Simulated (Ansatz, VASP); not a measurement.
# KI in VASP and in Ansatz

POSCAR

```
KI
1.0
    4.3563097475      0.0000000000      0.0000000000
    0.0000000000      4.2910852517      0.0000000000
    0.0000000000      0.0000000000      4.2910852517
K I
1 1
Direct
    0.0000000000      0.0000000000      0.0000000000
    0.5000000000      0.5000000000      0.5000000000
```

Contents of INCAR.step1:

```
SYSTEM = KI
PREC     = Accurate       ! precision mode
ENCUT    = 520            ! plane-wave cutoff, eV
EDIFF    = 1E-5           ! SCF threshold, eV
ISMEAR   = 0              ! smearing method
SIGMA    = 0.01           ! smearing width, eV
LREAL    = .FALSE.        ! projectors in reciprocal space
LASPH    = .TRUE.         ! aspherical terms in the spheres
NELM     = 100            ! most SCF steps
ALGO     = Normal         ! electronic algorithm
ISIF     = 2              ! what is computed and relaxed
LWAVE    = .TRUE.         ! write WAVECAR
NBANDS   = 15             ! bands
GGA      = PE             ! functional
```

File INCAR.step2:

```
SYSTEM = KI
PREC     = Accurate       ! precision mode
ENCUT    = 520            ! plane-wave cutoff, eV
EDIFF    = 1E-7           ! SCF threshold, eV
ISMEAR   = 0              ! smearing method
SIGMA    = 0.01           ! smearing width, eV
LREAL    = .FALSE.        ! projectors in reciprocal space
LASPH    = .TRUE.         ! aspherical terms in the spheres
NELM     = 100            ! most SCF steps
ALGO     = Normal         ! electronic algorithm
ISIF     = 2              ! what is computed and relaxed
LWAVE    = .FALSE.        ! write WAVECAR
LCHARG   = .TRUE.         ! write CHGCAR
GGA      = PE             ! functional
LHFCALC  = .TRUE.         ! exact exchange
HFSCREEN = 0.2079         ! screening, 1/A
PRECFOCK = Normal       
LELF     = .TRUE.         ! ELF
LVHAR    = .TRUE.       
NBANDS   = 15             ! bands
ISTART   = 1
```

File KPOINTS:

```
Automatic mesh
0
G
  4 4 4
  0 0 0
```

Input for Ansatz:

```yaml
crystal:
  lattice:
    - [4.3563097475, 0.0, 0.0]
    - [0.0, 4.2910852517, 0.0]
    - [0.0, 0.0, 4.2910852517]
  atoms:
    - { symbol: K, position: [0.0, 0.0, 0.0] }
    - { symbol: I, position: [0.5, 0.5, 0.5] }
kpoints:
  mp_grid: { grid: [4, 4, 4] }
  band_path:
    path:
      - [0.0, 0.0, 0.0]
      - [0.0, 0.5, 0.0]
      - [0.5, 0.5, 0.0]
      - [0.5, 0.5, 0.5]
      - [0.5, 0.0, 0.5]
    npoints: 1
hamiltonian:
  xc: hse06
scf:
  occupations: { method: fixed }
  n_extra_bands: 4
output:
  forces: true
  stress: true
  eigenvalues: true
```

Change from the starting cell: uniaxial_x strain +1.5%.

Alike in both runs: task single point; functional HSE06; k mesh 4 × 4 × 4; no spin polarisation.

|  | VASP | Ansatz |
| --- | --- | --- |
| version | VASP 6.6.1 | Ansatz 0.2.0 |
| potentials or method | VASP PAW PBE potentials, release 64 (K_sv, I) | plane waves, PAW |
| plane-wave cutoff (eV) | 520 | 420 |
| occupations | gaussian, width 0.01 eV | fixed |
| valence electrons in the cell | 16 | 26 |

|  | VASP | Ansatz | Ansatz less VASP |
| --- | --- | --- | --- |
| gap on the k mesh at the Fermi level (eV) | 4.23 | 4.24 | +0.011 |
| pressure (GPa) | 0.1 | 0.1 | 0.00 |
| traceless stress, the component that is largest in VASP (GPa) | -0.31 | -0.31 | -0.001 |

VASP's potentials hold 16 valence electrons a cell and Ansatz's 26, so a difference there can come from the potentials and not from the codes. Ansatz's warnings: stress exchange threshold loose, stress scf threshold loose.

Neither program's run includes spin-orbit coupling.
